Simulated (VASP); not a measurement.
# As in VASP: a series of runs

Runs on As. Level: PBE+D3(BJ). Tasks: single point.

All numbers are computed with VASP 6.6.1; they aren't measurements. Logs are shortened: lines on timing, memory, paths and dates and some standing lists are left out, and cuts for length are marked.

### Step 1. The cell of the first run

The cell holds a slab with vacuum, 4 atoms: a = 3.572 Å, b = 3.572 Å, c = 20.295 Å, α = 90.00°, β = 90.00°, γ = 120.00°.

### Step 2. Single point, PBE+D3(BJ) (layers slid over each other)

The input, INCAR:

```
SYSTEM = As
  PREC = Accurate
  ENCUT = 520
  EDIFF = 1E-7
  ISMEAR = 0
  SIGMA = 0.05
  LREAL = .False.
  LASPH = .True.
  NELM = 100
  ALGO = Normal
  ISIF = 2
  LWAVE = .False.
  LCHARG = .False.
  LDIPOL = .True.
  IDIPOL = 3
  DIPOL = 0.5 0.5 0.371
  GGA = PE
  IVDW = 12
  NBANDS = 18
```

The input, KPOINTS:

```
regular mesh
0
Gamma
  9 9 1
  0 0 0
```

The input, POSCAR:

```
As
1.0
    3.5716242768      0.0000000000      0.0000000000
   -1.7858121384      3.0931173565      0.0000000000
    0.0000000000      0.0000000000     20.2951239260
As
4
Direct
    0.3333333333      0.6666666667      0.2217281361
    0.6666666667      0.3333333333      0.2905900937
    0.6666666667      0.6666666667      0.4517125392
    1.0000000000      0.3333333333      0.5205744968
```

Potentials or basis: VASP PAW PBE potentials, release 64 (As).

Run with:

```bash
$ cat potpaw_PBE.64/As/POTCAR > POTCAR
$ mpirun -np 1 vasp_std > vasp.out
```

OUTCAR:

```text
SYSTEM = As
   PREC = Accurate
   ENCUT = 520
   EDIFF = 1E-7
   ISMEAR = 0
   LREAL = .False.
   LASPH = .True.
   NELM = 100
   ISIF = 2
   GGA = PE
   IVDW = 12
 IVDW          = 12

 ion  position               nearest neighbor table
   1  0.333  0.667  0.222-   2 2.49   2 2.49   2 2.49
   2  0.667  0.333  0.291-   1 2.49   1 2.49   1 2.49
   3  0.667  0.667  0.452-   4 2.49   4 2.49   4 2.49
   4  0.000  0.333  0.521-   3 2.49   3 2.49   3 2.49

  LATTYP: Found a hexagonal cell.
 ALAT       =     3.5716242768
 C/A-ratio  =     5.6823233221

  Lattice vectors:

 A1 = (   3.5716242768,   0.0000000000,   0.0000000000)
 A2 = (  -1.7858121384,   3.0931173565,   0.0000000000)
 A3 = (   0.0000000000,   0.0000000000,  20.2951239260)

Analysis of symmetry for initial positions (statically):
=====================================================================
 Subroutine PRICEL returns:
 Original cell was already a primitive cell.

 Routine SETGRP: Setting up the symmetry group for a
 hexagonal supercell.

 Subroutine GETGRP returns: Found  2 space group operations
 (whereof  1 operations were pure point group operations)
 out of a pool of 24 trial point group operations.

The static configuration has the point symmetry C_1 .
 The point group associated with its full space group is S_2 .

Analysis of symmetry for dynamics (positions and initial velocities):
=====================================================================
 Subroutine PRICEL returns:
 Original cell was already a primitive cell.

 Routine SETGRP: Setting up the symmetry group for a
 hexagonal supercell.

 Subroutine GETGRP returns: Found  2 space group operations
 (whereof  1 operations were pure point group operations)
 out of a pool of 24 trial point group operations.

The dynamic configuration has the point symmetry C_1 .
 The point group associated with its full space group is S_2 .

 Subroutine INISYM returns: Found  2 space group operations
 (whereof  1 operations are pure point group operations),
 and found     1 'primitive' translations

----------------------------------------------------------------------------------------

                                     Primitive cell

  volume of cell :     224.2094

  direct lattice vectors                    reciprocal lattice vectors
     3.571624277  0.000000000  0.000000000     0.279984658  0.161649217  0.000000000
    -1.785812138  3.093117357  0.000000000     0.000000000  0.323298435  0.000000000
     0.000000000  0.000000000 20.295123926     0.000000000  0.000000000  0.049272919

  length of vectors
     3.571624277  3.571624277 20.295123926     0.323298435  0.323298435  0.049272919

  position of ions in fractional coordinates (direct lattice)
     0.333333333  0.666666667  0.221728136
     0.666666667  0.333333333  0.290590094
     0.666666667  0.666666667  0.451712539
     0.000000000  0.333333333  0.520574497

  ion indices of the primitive-cell ions
   primitive index   ion index
                 1           1
                 2           2
                 3           3
                 4           4

----------------------------------------------------------------------------------------

 KPOINTS: regular mesh

Automatic generation of k-mesh.
 Grid dimensions read from file:
 generate k-points for:    9    9    1

 Generating k-lattice:

  Cartesian coordinates                     Fractional coordinates (reciprocal lattice)
     0.031109406  0.017961024  0.000000000     0.111111111  0.000000000  0.000000000
     0.000000000  0.035922048  0.000000000     0.000000000  0.111111111  0.000000000
     0.000000000  0.000000000  0.049272919     0.000000000  0.000000000  1.000000000

  Length of vectors
     0.035922048  0.035922048  0.049272919

  Shift w.r.t. Gamma in fractional coordinates (k-lattice)
     0.000000000  0.000000000  0.000000000

 Subroutine IBZKPT returns following result:
 ===========================================

 Found     41 irreducible k-points:

 Following reciprocal coordinates:
            Coordinates               Weight
  0.000000  0.000000  0.000000      1.000000
  0.111111  0.000000  0.000000      2.000000
  0.000000  0.111111  0.000000      2.000000
 -0.111111  0.111111  0.000000      2.000000
  0.222222 -0.000000  0.000000      2.000000
  0.000000  0.222222  0.000000      2.000000
[... 16 lines left out ...]
  0.333333  0.111111  0.000000      2.000000
 -0.111111  0.444444  0.000000      2.000000
 [... further k-points ...]
   k-points           NKPTS =     41   k-points in BZ     NKDIM =     41   number of bands    NBANDS=     18
   number of dos      NEDOS =    301   number of ions     NIONS =      4
   total plane-waves  NPLWV = 125440
   dimension x,y,z NGX =    28 NGY =   28 NGZ =  160
   dimension x,y,z NGXF=    56 NGYF=   56 NGZF=  320
   ions per type =               4
   NGX,Y,Z   is equivalent  to a cutoff of  13.03, 13.03, 13.11 a.u.
   NGXF,Y,Z  is equivalent  to a cutoff of  26.07, 26.07, 26.21 a.u.
 SYSTEM =  As
   PREC   = accura    normal or accurate (medium, high low for compatibility)
   ISTART =      0    job   : 0-new  1-cont  2-samecut
   ICHARG =      2    charge: 1-file 2-atom 10-const
   ISPIN  =      1    spin polarized calculation?
   LNONCOLLINEAR =      F non collinear calculations
   LSORBIT =      F    spin-orbit coupling
   LASPH  =      T    aspherical Exc in radial PAW
   ENCUT  =  520.0 eV  38.22 Ry    6.18 a.u.   6.64  6.64 37.74*2*pi/ulx,y,z
   NELM   =    100;   NELMIN=  2; NELMDL= -5     # of ELM steps
   EDIFF  = 0.1E-06   stopping-criterion for ELM
   LREAL  =      F    real-space projection
   EDIFFG = 0.1E-05   stopping-criterion for IOM
   NSW    =      0    number of steps for IOM
   IBRION =     -1    ionic relax: 0-MD 1-quasi-New 2-CG
   NFREE  =      0    steps in history (QN), initial steepest desc. (CG)
   ISIF   =      2    stress and relaxation
   ISYM   =      2    0-nonsym 1-usesym 2-fastsym
   POTIM  = 0.5000    time-step for ionic-motion
   TEBEG  =    0.0;   TEEND  =   0.0 temperature during run
   PSTRESS=    0.0 pullay stress
   NELECT =      20.0000    total number of electrons
   NUPDOWN=      -1.0000    fix difference up-down
   EMIN   =  10.00;   EMAX   =-10.00  energy-range for DOS
   EFERMI =   0.00;   METHOD = LEGACY
   ISMEAR =     0;   SIGMA  =   0.05  broadening in eV -4-tet -1-fermi 0-gaus
   EFERMI_NEDOS =   21; number of points for ismear=-14 and -15
   IALGO  =     38    algorithm
   IMIX   =      4    mixing-type and parameters
     AMIX     =   0.40;   BMIX     =  1.00
     AMIX_MAG =   1.60;   BMIX_MAG =  1.00
  volume/ion in A,a.u.               =      56.05       378.26
  Fermi-wavevector in a.u.,A,eV,Ry     =   0.731476  1.382290  7.279898  0.535057
  Thomas-Fermi vector in A             =   1.823703
   LORBIT       =      0    0 simple, 1 ext, 2 COOP (PROOUT), +10 PAW based schemes
   GGA     = PE    functional components
   LHFCALC =     F    Hartree Fock is set to
   AEXX    =    0.0000 exact exchange contribution
   IVDW    =    12    specifies the selected vdW correction
   LEPSILON=     F    determine dielectric tensor
   LRPA    =     F    only Hartree local field effects (RPA)
 non-spin polarized calculation
 Gauss-broadening in eV      SIGMA  =   0.05
  energy-cutoff  :      520.00
  volume of cell :      224.21
 maximum number of plane-waves:      6099
   NGX = 13   NGY = 13   NGZ = 75

 dipolmoment           0.000000      0.000000      0.000128 electrons x Angstroem

 number of electron      20.0000000 magnetization

 dipolmoment           0.000000      0.000000     -0.000002 electrons x Angstroem

 Free energy of the ion-electron system (eV)
  ---------------------------------------------------
  ext. energy  EPLUGINS =         0.00000000
  ---------------------------------------------------
  free energy    TOTEN  =       -18.58977787 eV

  energy without entropy =      -18.58977787  energy(sigma->0) =      -18.58977787

 E-fermi :  -0.9824     XC(G=0):  -4.6520

 val. band max:       -1.2180262634   @ k =  -0.2222   0.1111   0.0000
 cond. band min:      -0.3418818721   @ k =   0.3333   0.0000   0.0000
 fundamental gap:      0.8761443913
 Fermi energy:        -0.9823833192

 k-point     1 :       0.0000    0.0000    0.0000
  band No.  band energies     occupation
      1     -15.2709      2.00000
      2     -15.1644      2.00000
      3      -9.2013      2.00000
      4      -8.5111      2.00000
      5      -2.9467      2.00000
      6      -1.5643      2.00000
[... 10 lines left out ...]
     17       3.2795      0.00000
     18       3.5422      0.00000

 k-point     2 :       0.1111    0.0000    0.0000
  band No.  band energies     occupation
      1     -15.1032      2.00000
      2     -14.9965      2.00000
      3      -9.1527      2.00000
      4      -8.5005      2.00000
      5      -3.1367      2.00000
      6      -2.8597      2.00000
[... 10 lines left out ...]
     17       3.5058      0.00000
     18       3.7509      0.00000

 k-point     3 :       0.0000    0.1111    0.0000
  band No.  band energies     occupation
      1     -15.1029      2.00000
      2     -14.9967      2.00000
      3      -9.1475      2.00000
      4      -8.5058      2.00000
      5      -3.1441      2.00000
      6      -2.9020      2.00000
[... 10 lines left out ...]
     17       3.5021      0.00000
     18       3.7567      0.00000

 k-point     4 :      -0.1111    0.1111    0.0000
  band No.  band energies     occupation
      1     -15.1028      2.00000
      2     -14.9968      2.00000
      3      -9.1488      2.00000
      4      -8.5046      2.00000
      5      -3.1403      2.00000
      6      -2.8844      2.00000
[... 375 lines left out ...]
      4      -9.0076      2.00000
      5      -5.2834      2.00000
      6      -4.8181      2.00000
[... 10 lines left out ...]
     17       4.5475      0.00000
     18       4.7421      0.00000

 k-point    23 :       0.3333    0.1111    0.0000
  band No.  band energies     occupation
      1     -13.2604      2.00000
      2     -13.1500      2.00000
      3     -10.1715      2.00000
      4     -10.0010      2.00000
      5      -5.4732      2.00000
      6      -5.0922      2.00000
[... 10 lines left out ...]
     17       5.0002      0.00000
     18       5.4628      0.00000

 k-point    24 :      -0.1111    0.4444    0.0000
  band No.  band energies     occupation
      1     -13.2548      2.00000
      2     -13.1550      2.00000
      3     -10.1171      2.00000
      4     -10.0524      2.00000
      5      -5.5495      2.00000
      6      -4.9978      2.00000
[... 10 lines left out ...]
     17       4.9944      0.00000
     18       5.5211      0.00000

 [... further k-points ...]

------------------------ aborting loop because EDIFF is reached ----------------------------------------

 vacuum level on the upper side and lower side of the slab       (xc-potential included)        -0.118        -0.118

 Edisp (eV)   -1.09148

 E8    (eV) :    -0.4766

  FORCE on cell =-STRESS in cart. coord.  units (eV):
  Direction    XX          YY          ZZ          XY          YZ          ZX
  --------------------------------------------------------------------------------------
  -------------------------------------------------------------------------------------
  Total       0.19284     0.53687     0.33802    -0.02156     0.32884    -0.25481
  in kB       1.37802     3.83641     2.41543    -0.15408     2.34987    -1.82084
  external pressure =        2.54 kB  Pullay stress =        0.00 kB

 VOLUME and BASIS-vectors are now :
 -----------------------------------------------------------------------------
  energy-cutoff  :      520.00
  volume of cell :      224.21
      direct lattice vectors                 reciprocal lattice vectors
     3.571624277  0.000000000  0.000000000     0.279984658  0.161649217  0.000000000
    -1.785812138  3.093117357  0.000000000     0.000000000  0.323298435  0.000000000
     0.000000000  0.000000000 20.295123926     0.000000000  0.000000000  0.049272919

 POSITION                                       TOTAL-FORCE (eV/Angst)
 -----------------------------------------------------------------------------------
     -0.00000      2.06208      4.50000         0.024801     -0.028873     -0.084606
      1.78581      1.03104      5.89756         0.031803     -0.046871      0.049264
      1.19054      2.06208      9.16756        -0.031803      0.046871     -0.049264
     -0.59527      1.03104     10.56512        -0.024801      0.028873      0.084606
 -----------------------------------------------------------------------------------
    total drift:                               -0.000001     -0.000000     -0.000044

  FREE ENERGIE OF THE ION-ELECTRON SYSTEM (eV)
  ---------------------------------------------------
  free  energy   TOTEN  =       -19.6812545399 eV

  energy  without entropy=      -19.6812545399  energy(sigma->0) =      -19.68125454

 vacuum level on the upper side and lower side of the slab         3.681         3.682
```

Run time: 1.9 min. Hardware: 1 thread of Intel Xeon 6975P-C (Granite Rapids), shared host; peak memory 0.4 GiB.

Results:

| Property | Result |
| --- | --- |
| Free energy | -19.6813 eV |
| Largest force | 0.093 eV/Å |
| Band gap on the k mesh | 0.88 eV (least direct gap 1.47 eV) |
| Dispersion energy per atom | -0.273 eV |

Forces in eV/Å, atoms in the order of the input:
```
As   0.025 -0.029 -0.085
As   0.032 -0.047  0.049
As  -0.032  0.047 -0.049
As  -0.025  0.029  0.085
```

Levels at points of the mesh, in eV from the valence-band top:
```
           k point  band 7  band 8  band 9  band 10  band 11  band 12  band 13  band 14
(0.00, 0.00, 0.00)   -0.34   -0.31   -0.29    -0.12     1.60     2.21     3.14     3.14
```

Caveat: the cell differs from its parent crystal (layers slid over each other).

(Part 1 of 2 ends here.)
